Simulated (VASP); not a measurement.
Crystal: Tb2Y2H.

```
Tb Y H
1.0
     4.47063    0.00000    0.00000
    -2.23532    3.87168    0.00000
     0.00000    0.00000    7.55738
Tb Y H
2 2 1
Direct
  0.00000 0.00000 0.22220
  0.00000 0.00000 0.77780
  0.33333 0.66667 0.50000
  0.66667 0.33333 0.50000
  0.00000 0.00000 0.00000
```

The cell was generated, and may not be a known phase.

| Quantity | Value |
| --- | --- |
| Program | VASP 6.6.1 |
| Task | relaxation of cell and atoms |
| Functional | PBE |
| Potentials or basis | VASP PAW PBE potentials, release 64 (Tb_3, Y_sv, H), 4f in core |
| Cutoff | 500 eV |
| k mesh | 6 × 6 × 2 |
| Occupations | gaussian, width 0.1 eV |
| Spin | no spin polarisation |

At the start: pressure 17.5 GPa; volume 26.16 Å³/atom.

**Question.** How do energy, volume and symmetry change on relaxing?

**Answer.** Over 16 steps the energy falls by 724.3 meV/atom and the volume is 40.23 Å³/atom (+53.8 %); space group P6/mmm (No. 191, to 0.1 Å) before and after.

Step by step:
| step | energy change (eV) | largest force (eV/Å) | pressure (GPa) | volume (Å³) |
| --- | --- | --- | --- | --- |
| 1 | 0.0000 | 3.9455 | 17.49 | 130.81 |
| 2 | -2.7540 | 0.1962 | -0.81 | 192.09 |
| 3 | -2.7965 | 0.3120 | 0.78 | 179.79 |
| 4 | -2.7995 | 0.2877 | 0.51 | 181.67 |
| 5 | -2.9480 | 0.4312 | 0.16 | 186.13 |
| 6 | -3.2658 | 1.0604 | -0.52 | 198.49 |
| 7 | -3.1032 | 1.8723 | -1.29 | 217.46 |
| 8 | -3.3380 | 1.4500 | -0.78 | 204.80 |
| 9 | -3.4749 | 1.1469 | -0.67 | 205.03 |
| 10 | -3.5741 | 0.0295 | -0.31 | 204.91 |
| 11 | -3.5906 | 0.4135 | -0.42 | 205.07 |
| 12 | -3.5916 | 0.3374 | -0.40 | 205.05 |
| 13 | -3.6137 | 0.1875 | -0.11 | 202.42 |
| 14 | -3.6201 | 0.0519 | 0.16 | 200.09 |
| 15 | -3.6201 | 0.0451 | 0.18 | 199.97 |
| 16 | -3.6213 | 0.0169 | 0.04 | 201.13 |

Final structure:
```xyz
5
Lattice="5.5681 0.0000 0.0000 -2.7840 4.8221 0.0000 0.0000 0.0000 7.4907" Properties=species:S:1:pos:R:3 pbc="T T T"
Tb    0.0000    0.0000    2.0774
Tb    0.0000    0.0000    5.4134
Y     0.0000    3.2147    3.7454
Y     2.7840    1.6074    3.7454
H     0.0000    0.0000    0.0000
```

Caveat: the k points lie up to 0.42 Å⁻¹ apart in the final cell, too coarse for converged energies and pressures of a metal; the volume moved by over 15 % at a fixed basis, so the end points are rough.
